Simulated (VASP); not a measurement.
# Cu (R-3m) in VASP: notebook, part 2 of 2

VASP 6.6.1.

## Step 3: Single point, PBE

This run uses another cell than the first one, of the same volume but with other edges.

Contents of INCAR:

```
ALGO     = Fast           # electronic algorithm
EDIFF    = 1E-6           # SCF threshold, eV
ENCUT    = 520            # plane-wave cutoff, eV
GGA      = PE             # functional
ISIF     = 2              # what is computed and relaxed
ISMEAR   = 0              # smearing method
LASPH    = T              # aspherical terms in the spheres
LCHARG   = T              # write CHGCAR
LELF     = T              # ELF
LREAL    = F              # projectors in reciprocal space
LVHAR    = T            
LWAVE    = F              # write WAVECAR
NBANDS   = 12             # bands
NELM     = 60             # most SCF steps
PREC     = Accurate       # precision mode
SIGMA    = 0.15           # smearing width, eV
```

Contents of KPOINTS:

```
k-points
0
Gamma
  24 24 24
```

Contents of POSCAR:

```
Cu
1.0
    0.2267896830      1.9277123052      1.9277123052
    1.9277123052      0.2267896830      1.9277123052
    1.9277123052      1.9277123052      0.2267896830
Cu
1
Direct
    0.0000000000      0.0000000000      0.0000000000
```

Potentials or basis: VASP PAW PBE potentials, release 64 (Cu).

Started as:

```
$ cat potpaw_PBE.64/Cu/POTCAR > POTCAR
$ mpirun -np 1 vasp_std > vasp.out
```

OUTCAR:

```text
EDIFF = 1E-6
   ENCUT = 520
   GGA = PE
   ISIF = 2
   ISMEAR = 0
   LASPH = T
   LREAL = F
   NELM = 60
   PREC = Accurate

 ion  position               nearest neighbor table
   1  0.000  0.000  0.000-

  LATTYP: Found a trigonal (rhomboedric) cell.
 ALAT       =     2.7356138294
 COS(alpha) =     0.6134020619

  Lattice vectors:

 A1 = (   0.2267896830,   1.9277123052,   1.9277123052)
 A2 = (   1.9277123052,   0.2267896830,   1.9277123052)
 A3 = (   1.9277123052,   1.9277123052,   0.2267896830)

Analysis of symmetry for initial positions (statically):
=====================================================================
 Subroutine PRICEL returns:
 Original cell was already a primitive cell.

 Routine SETGRP: Setting up the symmetry group for a
 trigonal (rhombohedral) supercell.

 Subroutine GETGRP returns: Found 12 space group operations
 (whereof 12 operations were pure point group operations)
 out of a pool of 12 trial point group operations.

The static configuration has the point symmetry D_3d.

Analysis of symmetry for dynamics (positions and initial velocities):
=====================================================================
 Subroutine PRICEL returns:
 Original cell was already a primitive cell.

 Routine SETGRP: Setting up the symmetry group for a
 trigonal (rhombohedral) supercell.

 Subroutine GETGRP returns: Found 12 space group operations
 (whereof 12 operations were pure point group operations)
 out of a pool of 12 trial point group operations.

The dynamic configuration has the point symmetry D_3d.

 Subroutine INISYM returns: Found 12 space group operations
 (whereof 12 operations are pure point group operations),
 and found     1 'primitive' translations

----------------------------------------------------------------------------------------

                                     Primitive cell

  volume of cell :      11.8104

  direct lattice vectors                    reciprocal lattice vectors
[... 114 lines left out ...]
   LEPSILON=     F    determine dielectric tensor
   LRPA    =     F    only Hartree local field effects (RPA)
 non-spin polarized calculation
 RMM-DIIS sequential band-by-band and
 Gauss-broadening in eV      SIGMA  =   0.15
  energy-cutoff  :      520.00
  volume of cell :       11.81
 maximum number of plane-waves:       333
   NGX = 11   NGY = 11   NGZ = 11

 number of electron      10.9999997 magnetization

 Free energy of the ion-electron system (eV)
  ---------------------------------------------------
  ext. energy  EPLUGINS =         0.00000000
  ---------------------------------------------------
  free energy    TOTEN  =        -3.58056741 eV

  energy without entropy =       -3.57765615  energy(sigma->0) =       -3.57911178

 E-fermi :   7.6358     XC(G=0): -12.6991

 val. band max:        7.6305198396   @ k =  -0.4583   0.2917   0.1667
 cond. band min:       7.6407759542   @ k =  -0.3750   0.1250   0.0417
 fundamental gap:      0.0102561146
 Fermi energy:         7.6358465551

 k-point     1 :       0.0000    0.0000    0.0000
  band No.  band energies     occupation
      1      -1.7651      2.00000
      2       3.9206      2.00000
      3       4.5877      2.00000
      4       4.5877      2.00000
      5       5.5510      2.00000
      6       5.5510      2.00000
      7      24.7374      0.00000
      8      29.6584      0.00000
      9      33.1114      0.00000
     10      36.2006      0.00000
     11      36.2006      0.00000
     12      38.1760      0.00000
[... 331 lines left out ...]
 k-point    24 :       0.4583    0.0417    0.0000
  band No.  band energies     occupation
      1       2.5137      2.00000
      2       3.9929      2.00000
      3       4.9970      2.00000
      4       5.5908      2.00000
      5       5.8892      2.00000
      6       6.8786      2.00000
      7      13.3065      0.00000
      8      24.6687      0.00000
      9      29.5576      0.00000
     10      29.8344      0.00000
     11      31.1637      0.00000
     12      34.7212      0.00000

 [... further k-points ...]

------------------------ aborting loop because EDIFF is reached ----------------------------------------

  FORCE on cell =-STRESS in cart. coord.  units (eV):
  Direction    XX          YY          ZZ          XY          YZ          ZX
  --------------------------------------------------------------------------------------
  -------------------------------------------------------------------------------------
  Total        0.6419226      0.6419226      0.6419226     -0.8283120     -0.8283120     -0.8283120
  in kB       87.0819917     87.0819917     87.0819917   -112.3672192   -112.3672192   -112.3672192
  external PRESSURE =      87.0819917 kB  Pullay stress =       0.0000000 kB

 VOLUME and BASIS-vectors are now :
 -----------------------------------------------------------------------------
  energy-cutoff  :      520.00
  volume of cell :       11.81
      direct lattice vectors                 reciprocal lattice vectors
     0.226789683  1.927712305  1.927712305    -0.310289117  0.277627104  0.277627104
     1.927712305  0.226789683  1.927712305     0.277627104 -0.310289117  0.277627104
     1.927712305  1.927712305  0.226789683     0.277627104  0.277627104 -0.310289117

 POSITION                                       TOTAL-FORCE (eV/Angst)
 -----------------------------------------------------------------------------------
      0.00000      0.00000      0.00000         0.000000      0.000000      0.000000
 -----------------------------------------------------------------------------------
    total drift:                                0.000000      0.000000      0.000000

  FREE ENERGIE OF THE ION-ELECTRON SYSTEM (eV)
  ---------------------------------------------------
  free  energy   TOTEN  =        -3.5805674060 eV

  energy  without entropy=       -3.5776561543  energy(sigma->0) =       -3.57911178
```

Wall time 74 s (1 thread of Intel Xeon 6975P-C (Granite Rapids), shared host); peak memory 0.28 GiB.

What came out:

| Quantity | Value |
| --- | --- |
| Free energy | -3.5806 eV |
| Pressure | 8.7 GPa |

Stress tensor (GPa, compression positive):
```
  8.71 -11.24 -11.24
-11.24   8.71 -11.24
-11.24 -11.24   8.71
```

## Step 4: Single point, PBE

This run uses another cell than the first one, of the same volume but with other edges.

Contents of INCAR:

```
PREC     = Accurate       # precision mode
ENCUT    = 520            # plane-wave cutoff, eV
EDIFF    = 1E-7           # SCF threshold, eV
ISMEAR   = 0              # smearing method
SIGMA    = 0.15           # smearing width, eV
LREAL    = F              # projectors in reciprocal space
LASPH    = T              # aspherical terms in the spheres
NELM     = 60             # most SCF steps
ALGO     = Fast           # electronic algorithm
ISIF     = 2              # what is computed and relaxed
LWAVE    = F              # write WAVECAR
LCHARG   = T              # write CHGCAR
GGA      = PE             # functional
LELF     = T              # ELF
LVHAR    = T            
NBANDS   = 12             # bands
```

Contents of KPOINTS:

```
regular mesh
0
Gamma
  24 24 24
```

Contents of POSCAR:

```
Cu
1.0
    0.7067548213      2.2212294383      2.2212294383
    2.2212294383      0.7067548213      2.2212294383
    2.2212294383      2.2212294383      0.7067548213
Cu
1
Direct
    0.0000000000      0.0000000000      0.0000000000
```

Started as:

```
$ cat potpaw_PBE.64/Cu/POTCAR > POTCAR
$ mpirun -np 1 vasp_std > vasp.out
```

Run time: 83 s. Hardware: 1 thread of Intel Xeon 6975P-C (Granite Rapids), shared host; peak memory 0.29 GiB.

Results (log left out):

```yaml
Free_energy: -2.4172 eV
Pressure: 64.8 GPa
```

Stress tensor (GPa, compression positive):
```
 64.83 -35.92 -35.92
-35.92  64.83 -35.92
-35.92 -35.92  64.83
```

Levels at points of the mesh, in eV from the Fermi level:
| k point | band 2 | band 3 | band 4 | band 5 | band 6 | band 7 | band 8 | band 9 | band 10 | band 11 |
| --- | --- | --- | --- | --- | --- | --- | --- | --- | --- | --- |
| (0.00, 0.00, 0.00) | -4.76 | -3.62 | -3.62 | -1.58 | -1.58 | 7.10 | 13.58 | 29.67 | 37.20 | 37.20 |
| (0.50, 0.00, 0.00) | -4.49 | -2.31 | -2.12 | -0.87 | 1.26 | 7.48 | 13.44 | 18.77 | 24.19 | 26.15 |
| (0.50, 0.50, 0.00) | -4.87 | -2.00 | -1.89 | -0.86 | 2.36 | 9.03 | 9.39 | 14.85 | 23.10 | 28.39 |
| (0.50, 0.50, 0.50) | -3.63 | -3.63 | -3.33 | -1.57 | -1.54 | -1.54 | 28.07 | 29.16 | 32.56 | 36.10 |

## Step 5: Overview

```csv
cell,further INCAR settings,gap on the mesh (eV),pressure (GPa)
"a = 2.436 Å, angles 67.3°, 1 atom",ALGO = Fast; EDIFF = 1e-06; NBANDS = 12,none,6.2
"a = 2.736 Å, angles 52.2°, 1 atom",ALGO = Fast; EDIFF = 1e-06; NBANDS = 12,none,8.7
"a = 3.220 Å, angles 38.9°, 1 atom",ALGO = Fast; EDIFF = 1e-07; NBANDS = 12,none,64.8
```

Alike in all rows: task single point; level PBE; potentials or basis VASP PAW PBE potentials, release 64 (Cu); no spin polarisation; k mesh 24 × 24 × 24; cutoff (eV) 520; smearing gaussian 0.15 eV.

Absolute energies hang on the potentials; compare differences alone.
